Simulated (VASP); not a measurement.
# CsH (P4/mmm) in VASP: further runs, part 3 of 3

VASP 6.6.1.

### Step 7. Single point, LDA (strain +0.0600 x Voigt [0, 0, 1, 0, 0, 0])

Input file INCAR:

```
ALGO = Normal
EDIFF = 1E-6
ENCUT = 520
GGA = CA
ISIF = 2
ISMEAR = 0
LASPH = True
LCHARG = True
LELF = True
LREAL = False
LVHAR = True
LWAVE = False
NBANDS = 12
NELM = 60
PREC = Accurate
SIGMA = 0.05
```

Input file KPOINTS:

```
k-points
0
Gamma
  8 8 8
```

Input file POSCAR:

```
CsH
1.0
    3.8184085400      0.0000000000      0.0000000000
    0.0000000000      3.8184085400      0.0000000000
    0.0000000000      0.0000000000      4.0475130524
Cs H
1 1
Direct
    0.0000000000      0.0000000000      0.0000000000
    0.5000000000      0.5000000000      0.5000000000
```

Potentials or basis: VASP PAW LDA potentials, release 64 (Cs_sv, H).

The run is started by

```
> cat potpaw_LDA.64/Cs_sv/POTCAR potpaw_LDA.64/H/POTCAR > POTCAR
> mpirun -np 1 vasp_std > vasp.out
```

OUTCAR:

```text
EDIFF = 1E-6
   ENCUT = 520
   GGA = CA
   ISIF = 2
   ISMEAR = 0
   LASPH = True
   LREAL = False
   NELM = 60
   PREC = Accurate

 ion  position               nearest neighbor table
   1  0.000  0.000  0.000-
   2  0.500  0.500  0.500-

  LATTYP: Found a simple tetragonal cell.
 ALAT       =     3.8184085400
 C/A-ratio  =     1.0600000000

  Lattice vectors:

 A1 = (   3.8184085400,   0.0000000000,   0.0000000000)
 A2 = (   0.0000000000,   3.8184085400,   0.0000000000)
 A3 = (   0.0000000000,   0.0000000000,   4.0475130524)

Analysis of symmetry for initial positions (statically):
=====================================================================
 Subroutine PRICEL returns:
 Original cell was already a primitive cell.

 Routine SETGRP: Setting up the symmetry group for a
 simple tetragonal supercell.

 Subroutine GETGRP returns: Found 16 space group operations
 (whereof 16 operations were pure point group operations)
 out of a pool of 16 trial point group operations.

The static configuration has the point symmetry D_4h.

Analysis of symmetry for dynamics (positions and initial velocities):
=====================================================================
 Subroutine PRICEL returns:
 Original cell was already a primitive cell.

 Routine SETGRP: Setting up the symmetry group for a
 simple tetragonal supercell.

 Subroutine GETGRP returns: Found 16 space group operations
 (whereof 16 operations were pure point group operations)
 out of a pool of 16 trial point group operations.

The dynamic configuration has the point symmetry D_4h.

 Subroutine INISYM returns: Found 16 space group operations
 (whereof 16 operations are pure point group operations),
 and found     1 'primitive' translations

----------------------------------------------------------------------------------------

                                     Primitive cell

  volume of cell :      59.0137

  direct lattice vectors                    reciprocal lattice vectors
     3.818408540  0.000000000  0.000000000     0.261889211  0.000000000  0.000000000
     0.000000000  3.818408540  0.000000000     0.000000000  0.261889211  0.000000000
     0.000000000  0.000000000  4.047513052     0.000000000  0.000000000  0.247065293

  length of vectors
     3.818408540  3.818408540  4.047513052     0.261889211  0.261889211  0.247065293

  position of ions in fractional coordinates (direct lattice)
     0.000000000  0.000000000  0.000000000
     0.500000000  0.500000000  0.500000000

  ion indices of the primitive-cell ions
   primitive index   ion index
                 1           1
                 2           2

----------------------------------------------------------------------------------------

 KPOINTS: k-points

Automatic generation of k-mesh.
 Grid dimensions read from file:
 generate k-points for:    8    8    8

 Generating k-lattice:

  Cartesian coordinates                     Fractional coordinates (reciprocal lattice)
     0.032736151  0.000000000  0.000000000     0.125000000  0.000000000  0.000000000
     0.000000000  0.032736151  0.000000000     0.000000000  0.125000000  0.000000000
     0.000000000  0.000000000  0.030883162     0.000000000  0.000000000  0.125000000

  Length of vectors
     0.032736151  0.032736151  0.030883162

  Shift w.r.t. Gamma in fractional coordinates (k-lattice)
     0.000000000  0.000000000  0.000000000

 Subroutine IBZKPT returns following result:
 ===========================================

 Found     75 irreducible k-points:

 Following reciprocal coordinates:
            Coordinates               Weight
  0.000000  0.000000  0.000000      1.000000
  0.125000  0.000000  0.000000      4.000000
  0.250000  0.000000  0.000000      4.000000
  0.375000  0.000000  0.000000      4.000000
  0.500000  0.000000  0.000000      2.000000
  0.125000  0.125000  0.000000      4.000000
[... 16 lines left out ...]
  0.375000  0.125000  0.125000     16.000000
  0.500000  0.125000  0.125000      8.000000
 [... further k-points ...]
   k-points           NKPTS =     75   k-points in BZ     NKDIM =     75   number of bands    NBANDS=     12
   number of dos      NEDOS =    301   number of ions     NIONS =      2
   total plane-waves  NPLWV =  23520
   dimension x,y,z NGX =    28 NGY =   28 NGZ =   30
   dimension x,y,z NGXF=    56 NGYF=   56 NGZF=   60
   ions per type =               1   1
   NGX,Y,Z   is equivalent  to a cutoff of  12.19, 12.19, 12.32 a.u.
   NGXF,Y,Z  is equivalent  to a cutoff of  24.38, 24.38, 24.64 a.u.
 SYSTEM =  unknown system
   PREC   = accura    normal or accurate (medium, high low for compatibility)
   ISTART =      0    job   : 0-new  1-cont  2-samecut
   ICHARG =      2    charge: 1-file 2-atom 10-const
   ISPIN  =      1    spin polarized calculation?
   LNONCOLLINEAR =      F non collinear calculations
   LSORBIT =      F    spin-orbit coupling
   LASPH  =      T    aspherical Exc in radial PAW
   ENCUT  =  520.0 eV  38.22 Ry    6.18 a.u.   7.10  7.10  7.53*2*pi/ulx,y,z
   NELM   =     60;   NELMIN=  2; NELMDL= -5     # of ELM steps
   EDIFF  = 0.1E-05   stopping-criterion for ELM
   LREAL  =      F    real-space projection
[... 7 lines left out ...]
   TEBEG  =    0.0;   TEEND  =   0.0 temperature during run
   PSTRESS=    0.0 pullay stress
   NELECT =      10.0000    total number of electrons
   NUPDOWN=      -1.0000    fix difference up-down
   EMIN   =  10.00;   EMAX   =-10.00  energy-range for DOS
   EFERMI =   0.00;   METHOD = LEGACY
   ISMEAR =     0;   SIGMA  =   0.05  broadening in eV -4-tet -1-fermi 0-gaus
   EFERMI_NEDOS =   21; number of points for ismear=-14 and -15
   IALGO  =     38    algorithm
   IMIX   =      4    mixing-type and parameters
     AMIX     =   0.40;   BMIX     =  1.00
     AMIX_MAG =   1.60;   BMIX_MAG =  1.00
  volume/ion in A,a.u.               =      29.51       199.12
  Fermi-wavevector in a.u.,A,eV,Ry     =   0.905921  1.711943 11.166212  0.820693
  Thomas-Fermi vector in A             =   2.029547
   LORBIT       =      0    0 simple, 1 ext, 2 COOP (PROOUT), +10 PAW based schemes
   GGA     = CA    functional components
   LHFCALC =     F    Hartree Fock is set to
   AEXX    =    0.0000 exact exchange contribution
   IVDW    =     0    specifies the selected vdW correction
   LEPSILON=     F    determine dielectric tensor
   LRPA    =     F    only Hartree local field effects (RPA)
 non-spin polarized calculation
 Gauss-broadening in eV      SIGMA  =   0.05
  energy-cutoff  :      520.00
  volume of cell :       59.01
 maximum number of plane-waves:      1603
   NGX = 15   NGY = 15   NGZ = 15

 number of electron      10.0000001 magnetization

 Free energy of the ion-electron system (eV)
  ---------------------------------------------------
  ext. energy  EPLUGINS =         0.00000000
  ---------------------------------------------------
  free energy    TOTEN  =        -4.84783153 eV

  energy without entropy =       -4.84783153  energy(sigma->0) =       -4.84783153

 E-fermi :   0.7334     XC(G=0):  -7.9722

 val. band max:        0.4749050713   @ k =   0.5000   0.5000   0.5000
 cond. band min:       2.4740616485   @ k =   0.0000   0.0000   0.5000
 fundamental gap:      1.9991565772
 Fermi energy:         0.7333782882

 k-point     1 :       0.0000    0.0000    0.0000
  band No.  band energies     occupation
      1     -21.4811      2.00000
      2      -7.7731      2.00000
      3      -7.5584      2.00000
      4      -7.5584      2.00000
      5      -1.6366      2.00000
      6       3.4618      0.00000
      7       3.5123      0.00000
      8       6.9814      0.00000
      9       9.2309      0.00000
     10       9.2309      0.00000
     11       9.6703      0.00000
     12       9.6948      0.00000

 k-point     2 :       0.1250    0.0000    0.0000
  band No.  band energies     occupation
      1     -21.4586      2.00000
      2      -7.8302      2.00000
      3      -7.7488      2.00000
      4      -7.5360      2.00000
      5      -1.4039      2.00000
      6       3.5750      0.00000
      7       3.8412      0.00000
      8       6.6110      0.00000
      9       7.9674      0.00000
     10       8.6110      0.00000
     11       9.2940      0.00000
     12      10.7606      0.00000
[... 316 lines left out ...]
 k-point    24 :       0.5000    0.1250    0.1250
  band No.  band energies     occupation
      1     -21.2893      2.00000
      2      -9.0222      2.00000
      3      -7.7311      2.00000
      4      -7.6221      2.00000
      5      -0.0606      2.00000
      6       3.3517      0.00000
      7       4.8948      0.00000
      8       5.1082      0.00000
      9       6.6179      0.00000
     10       8.3116      0.00000
     11       9.3123      0.00000
     12      10.8599      0.00000

 [... further k-points ...]
[... 5 lines left out ...]
  --------------------------------------------------------------------------------------
  -------------------------------------------------------------------------------------
  Total       -0.6172023     -0.6172023     -1.3362558      0.0000000      0.0000000      0.0000000
  in kB      -16.7565671    -16.7565671    -36.2783190      0.0000000      0.0000000      0.0000000
  external PRESSURE =     -23.2638177 kB  Pullay stress =       0.0000000 kB

 VOLUME and BASIS-vectors are now :
 -----------------------------------------------------------------------------
  energy-cutoff  :      520.00
  volume of cell :       59.01
      direct lattice vectors                 reciprocal lattice vectors
     3.818408540  0.000000000  0.000000000     0.261889211  0.000000000  0.000000000
     0.000000000  3.818408540  0.000000000     0.000000000  0.261889211  0.000000000
     0.000000000  0.000000000  4.047513052     0.000000000  0.000000000  0.247065293

 POSITION                                       TOTAL-FORCE (eV/Angst)
 -----------------------------------------------------------------------------------
      0.00000      0.00000      0.00000         0.000000      0.000000      0.000000
      1.90920      1.90920      2.02376         0.000000      0.000000      0.000000
 -----------------------------------------------------------------------------------
    total drift:                                0.000000      0.000000     -0.000000

  FREE ENERGIE OF THE ION-ELECTRON SYSTEM (eV)
  ---------------------------------------------------
  free  energy   TOTEN  =        -4.8478315256 eV

  energy  without entropy=       -4.8478315256  energy(sigma->0) =       -4.84783153
```

Run time: 32 s. Hardware: 1 thread of AMD EPYC 7R43 (Zen 3), shared host; peak memory 0.14 GiB.

What came out:

```
Free energy            : -4.8478 eV
Pressure               : -2.3 GPa
Band gap on the k mesh : 2.00 eV, indirect (least direct gap 2.19 eV)
```

Stress tensor (GPa, compression positive):
```
-1.68  0.00  0.00
 0.00 -1.68  0.00
 0.00  0.00 -3.63
```

Caveat: the cell differs from its parent crystal (strain +0.0600 x Voigt [0, 0, 1, 0, 0, 0]); spin-orbit coupling is left out, which moves the levels of the heavy elements.

### Step 8. Overview

```tsv
cell	gap on the mesh (eV)	pressure (GPa)
a = 3.818, b = 3.818, c = 3.761 Å, 2 atoms	2.28	-1.7
a = 3.818, b = 3.818, c = 3.876 Å, 2 atoms	2.20	-2.0
a = 3.818, b = 3.818, c = 3.933 Å, 2 atoms	2.13	-2.1
a = 3.818, b = 3.818, c = 3.990 Å, 2 atoms	2.07	-2.2
a = 3.818, b = 3.818, c = 4.019 Å, 2 atoms	2.03	-2.3
a = 3.818, b = 3.818, c = 4.048 Å, 2 atoms	2.00	-2.3
```

Alike in all rows: task single point; level LDA; potentials or basis VASP PAW LDA potentials, release 64 (Cs_sv, H); no spin polarisation; k mesh 8 × 8 × 8; cutoff (eV) 520; smearing gaussian 0.05 eV.

Caveats: spin-orbit coupling is left out, which moves the levels of the heavy elements.

Absolute energies hang on the potentials; compare differences alone.
